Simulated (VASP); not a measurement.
# Hf3Be (I4/mmm) in VASP: density of states with BLYP

Aim: the density of states of Hf3Be with BLYP.

Program: VASP 6.6.1. These are calculated values, not measurements. Logs are shortened: lines on timing, memory, paths and dates and some standing lists are left out, and cuts for length are marked.

### 1 The cell of the first run

Symmetry: I4/mmm, No. 139, tetragonal system. Conventional cell: a = 4.184 Å, b = 4.184 Å, c = 8.706 Å, α = 90.00°, β = 90.00°, γ = 90.00°. Within 3.9 Å of Hf (site symmetry 4/mmm) lie 4 Be at 2.96 Å and 8 Hf at 3.02 Å. Within 3.9 Å of Hf (site symmetry -4m2) lie 8 Hf at 2.96 to 3.02 Å and 4 Be at 3.02 Å. Be (site symmetry 4/mmm) has 12 Hf at 2.96 to 3.02 Å within 3.9 Å.

### 2 Density of states, BLYP

POSCAR reads:

```
Hf3Be
1.0
   -2.0920000000      2.0920000000      4.3530460000
    2.0920000000     -2.0920000000      4.3530460000
    2.0920000000      2.0920000000     -4.3530460000
Hf Be
3 1
Direct
    0.5000000000      0.5000000000      0.0000000000
    0.2500000000      0.7500000000      0.5000000000
    0.7500000000      0.2500000000      0.5000000000
    0.0000000000      0.0000000000      0.0000000000
```

INCAR.step1 reads:

```
SYSTEM = Hf3Be
  PREC = Accurate
  ENCUT = 520
  EDIFF = 1E-6
  ISMEAR = -1
  SIGMA = 0.05
  LREAL = .FALSE.
  LASPH = .TRUE.
  NELM = 80
  ALGO = Normal
  ISIF = 2
  LWAVE = .FALSE.
  LCHARG = .TRUE.
  LMAXMIX = 4
  GGA = B5
  ALDAX = 1.0
  AGGAX = 1.0
  AGGAC = 1.0
  ALDAC = 0.0
  NBANDS = 24
```

KPOINTS.step1 reads:

```
Automatic mesh
0
G
  5 5 5
  0 0 0
```

INCAR.step2 reads:

```
SYSTEM = Hf3Be
  PREC = Accurate
  ENCUT = 520
  EDIFF = 1E-6
  ISMEAR = -5
  SIGMA = 0.05
  LREAL = .FALSE.
  LASPH = .TRUE.
  NELM = 80
  ALGO = Normal
  ISIF = 2
  LWAVE = .FALSE.
  LCHARG = .FALSE.
  LMAXMIX = 4
  GGA = B5
  ALDAX = 1.0
  AGGAX = 1.0
  AGGAC = 1.0
  ALDAC = 0.0
  LORBIT = 10
  NBANDS = 24
  NEDOS = 1001
  ICHARG = 11
```

KPOINTS.step2 reads:

```
Automatic mesh
0
G
  8 8 8
  0 0 0
```

Potentials or basis: VASP PAW PBE potentials, release 64 (Hf_pv, Be).

The run is started by

```sh
$ cat potpaw_PBE.64/Hf_pv/POTCAR potpaw_PBE.64/Be/POTCAR > POTCAR
$ cp INCAR.step1 INCAR
$ cp KPOINTS.step1 KPOINTS
$ mpirun -np 1 vasp_std > vasp.out
$ cp INCAR.step2 INCAR
$ cp KPOINTS.step2 KPOINTS
$ mpirun -np 1 vasp_std > vasp.out
```

OUTCAR:

```text
SYSTEM = Hf3Be
   PREC = Accurate
   ENCUT = 520
   EDIFF = 1E-6
   ISMEAR = -5
   LREAL = .FALSE.
   LASPH = .TRUE.
   NELM = 80
   ISIF = 2
   GGA = B5
   LORBIT = 10
   ICHARG = 11

 ion  position               nearest neighbor table
   1  0.500  0.500  0.000-   4 2.96   4 2.96   4 2.96   4 2.96   2 3.02   2 3.02   3 3.02   3 3.02
                             3 3.02   2 3.02   3 3.02   2 3.02
   2  0.250  0.750  0.500-   3 2.96   3 2.96   3 2.96   3 2.96   4 3.02   4 3.02   1 3.02   1 3.02
                             4 3.02   1 3.02   4 3.02   1 3.02
   3  0.750  0.250  0.500-   2 2.96   2 2.96   2 2.96   2 2.96   1 3.02   1 3.02   4 3.02   4 3.02
                             4 3.02   1 3.02   4 3.02   1 3.02
   4  0.000  0.000  0.000-   1 2.96   1 2.96   1 2.96   1 2.96   3 3.02   3 3.02   2 3.02   2 3.02
                             3 3.02   2 3.02   3 3.02   2 3.02

  LATTYP: Found a body centered tetragonal cell.
 ALAT       =     4.1840000000
 C/A-ratio  =     2.0808059273

  Lattice vectors:

 A1 = (  -2.0920000000,   2.0920000000,   4.3530460000)
 A2 = (   2.0920000000,  -2.0920000000,   4.3530460000)
 A3 = (   2.0920000000,   2.0920000000,  -4.3530460000)

Analysis of symmetry for initial positions (statically):
=====================================================================
 Subroutine PRICEL returns:
 Original cell was already a primitive cell.

 Routine SETGRP: Setting up the symmetry group for a
 body centered tetragonal supercell.

 Subroutine GETGRP returns: Found 16 space group operations
 (whereof 16 operations were pure point group operations)
 out of a pool of 16 trial point group operations.

The static configuration has the point symmetry D_4h.

Analysis of symmetry for dynamics (positions and initial velocities):
=====================================================================
 Subroutine PRICEL returns:
 Original cell was already a primitive cell.

 Routine SETGRP: Setting up the symmetry group for a
 body centered tetragonal supercell.

 Subroutine GETGRP returns: Found 16 space group operations
 (whereof 16 operations were pure point group operations)
 out of a pool of 16 trial point group operations.

The dynamic configuration has the point symmetry D_4h.

 Subroutine INISYM returns: Found 16 space group operations
 (whereof 16 operations are pure point group operations),
 and found     1 'primitive' translations

[... 99 lines left out ...]
   NELM   =     80;   NELMIN=  2; NELMDL=  0     # of ELM steps
   EDIFF  = 0.1E-05   stopping-criterion for ELM
   LREAL  =      F    real-space projection
   EDIFFG = 0.1E-04   stopping-criterion for IOM
   NSW    =      0    number of steps for IOM
   IBRION =     -1    ionic relax: 0-MD 1-quasi-New 2-CG
   NFREE  =      0    steps in history (QN), initial steepest desc. (CG)
   ISIF   =      2    stress and relaxation
   ISYM   =      2    0-nonsym 1-usesym 2-fastsym
   POTIM  = 0.5000    time-step for ionic-motion
   TEBEG  =    0.0;   TEEND  =   0.0 temperature during run
   PSTRESS=    0.0 pullay stress
   NELECT =      32.0000    total number of electrons
   NUPDOWN=      -1.0000    fix difference up-down
   EMIN   =  10.00;   EMAX   =-10.00  energy-range for DOS
   EFERMI =   0.00;   METHOD = LEGACY
   ISMEAR =    -5;   SIGMA  =   0.05  broadening in eV -4-tet -1-fermi 0-gaus
   EFERMI_NEDOS =   21; number of points for ismear=-14 and -15
   IALGO  =     38    algorithm
   IMIX   =      4    mixing-type and parameters
     AMIX     =   0.40;   BMIX     =  1.00
     AMIX_MAG =   1.60;   BMIX_MAG =  1.00
  volume/ion in A,a.u.               =      19.05       128.56
  Fermi-wavevector in a.u.,A,eV,Ry     =   1.225931  2.316673 20.448282  1.502906
  Thomas-Fermi vector in A             =   2.360950
   LORBIT       =     10    0 simple, 1 ext, 2 COOP (PROOUT), +10 PAW based schemes
   GGA     = B5    functional components
   LHFCALC =     F    Hartree Fock is set to
   AEXX    =    0.0000 exact exchange contribution
   IVDW    =     0    specifies the selected vdW correction
   LEPSILON=     F    determine dielectric tensor
   LRPA    =     F    only Hartree local field effects (RPA)
 non-spin polarized calculation
 Fermi weights with tetrahedron method with Bloechl corrections
  energy-cutoff  :      520.00
  volume of cell :       76.20
 maximum number of plane-waves:      2072

 number of electron      31.9999998 magnetization

 Free energy of the ion-electron system (eV)
  ---------------------------------------------------
  ext. energy  EPLUGINS =         0.00000000
  ---------------------------------------------------
  free energy    TOTEN  =       -28.56633075 eV

  energy without entropy =      -28.56633075  energy(sigma->0) =      -28.56633075

 E-fermi :   5.1077     XC(G=0): -10.5479

 val. band max:        5.2279384048   @ k =  -0.3750   0.3750   0.1250
 cond. band min:       4.9692454918   @ k =  -0.3750   0.3750   0.3750
 fundamental gap:     -0.2586929131
 Fermi energy:         5.1076964042

 k-point     1 :       0.0000    0.0000    0.0000
  band No.  band energies     occupation
      1     -25.4473      2.00000
      2     -25.3037      2.00000
      3     -25.3037      2.00000
      4     -25.0550      2.00000
      5     -25.0550      2.00000
      6     -24.8978      2.00000
[... 637 lines left out ...]
     23       8.9460      0.00000
     24       9.6216      0.00000

 [... further k-points ...]
[... 5 lines left out ...]
  --------------------------------------------------------------------------------------
  -------------------------------------------------------------------------------------
  Total        1.5367777      1.5367777      1.5073173      0.0000000      0.0000000      0.0000000
  in kB       32.3105991     32.3105991     31.6911988      0.0000000      0.0000000      0.0000000
  external PRESSURE =      32.1041323 kB  Pullay stress =       0.0000000 kB

 VOLUME and BASIS-vectors are now :
 -----------------------------------------------------------------------------
  energy-cutoff  :      520.00
  volume of cell :       76.20
      direct lattice vectors                 reciprocal lattice vectors
    -2.092000000  2.092000000  4.353046000     0.000000000  0.239005736  0.114862099
     2.092000000 -2.092000000  4.353046000     0.239005736  0.000000000  0.114862099
     2.092000000  2.092000000 -4.353046000     0.239005736  0.239005736  0.000000000

 POSITION                                       TOTAL-FORCE (eV/Angst)
 -----------------------------------------------------------------------------------
      0.00000      0.00000      4.35305         0.000000      0.000000      0.000000
      2.09200      0.00000      2.17652        -0.000000     -0.000000     -0.000000
      0.00000      2.09200      2.17652         0.000000     -0.000000      0.000000
      0.00000      0.00000      0.00000         0.000000      0.000000      0.000000
 -----------------------------------------------------------------------------------
    total drift:                               -0.000000     -0.000000      0.000000

  FREE ENERGIE OF THE ION-ELECTRON SYSTEM (eV)
  ---------------------------------------------------
  free  energy   TOTEN  =       -28.5663307458 eV

  energy  without entropy=      -28.5663307458  energy(sigma->0) =      -28.56633075

 total charge

# of ion       s       p       d       tot
------------------------------------------
    1        0.398   6.370   1.694   8.462
    2        0.403   6.356   1.727   8.486
    3        0.403   6.356   1.727   8.486
    4        0.383   0.516   0.000   0.899
--------------------------------------------------
tot          1.588  19.599   5.148  26.334
```

OUTCAR.step1:

```text
SYSTEM = Hf3Be
   PREC = Accurate
   ENCUT = 520
   EDIFF = 1E-6
   ISMEAR = -1
   LREAL = .FALSE.
[... 710 lines left out ...]
      2.09200      0.00000      2.17652        -0.000000     -0.000000     -0.000000
      0.00000      2.09200      2.17652         0.000000      0.000000      0.000000
      0.00000      0.00000      0.00000        -0.000000      0.000000      0.000000
 -----------------------------------------------------------------------------------
    total drift:                                0.000000     -0.000000      0.000000

  FREE ENERGIE OF THE ION-ELECTRON SYSTEM (eV)
  ---------------------------------------------------
  free  energy   TOTEN  =       -28.5879894865 eV

  energy  without entropy=      -28.5712159853  energy(sigma->0) =      -28.57960274
```

Run time: 6.1 min. Hardware: 1 thread of AMD EPYC 7R13, shared host; peak memory 0.25 GiB.

Results:

```yaml
Valence_electrons_inside_the_program's_atomic_spheres: Hf 8.46, 8.49; Be 0.90
```

Caveat: the k points lie up to 0.42 Å⁻¹ apart; the PAW data sets were made with another functional, which shifts forces and pressure a little; spin-orbit coupling is left out, which moves the levels of the heavy elements; tetrahedron occupations give inexact forces and stress in metals.
